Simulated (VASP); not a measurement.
Runs of VASP 6.6.1 on ZrH3. The structure is that of space group Pm-3m (No. 221), or close to it. The cells are those of the table. 

```tsv
cell	gap on the mesh (eV)	pressure (GPa)
a = 3.246 Å, 4 atoms	none	-15.7
a = 3.084 Å, 4 atoms	none	0.8
a = 3.040 Å, 4 atoms	none	(b)
a = 3.167 Å, 4 atoms	none	(a)
a = 2.996 Å, 4 atoms	none	15.3
a = 3.126 Å, 4 atoms	none	-4.6
a = 3.207 Å, 4 atoms	none	-12.7
```

Alike in all rows: task single point; level PBEsol; potentials or basis VASP PAW PBE potentials, release 64 (Zr_sv, H); no spin polarisation; k mesh 7 × 7 × 7; cutoff (eV) 520; smearing fermi-dirac 0.01 eV.

Problem. Estimate the missing entries.

Solution. (a) -9.0; (b) 7.4.

Caveats: the PAW data sets were made with another functional, which shifts forces and pressure a little.

A k mesh can miss the band edges, and the runs leave out spin-orbit coupling on Zr.

A gap of «none» marks levels without a gap at the run's occupations.
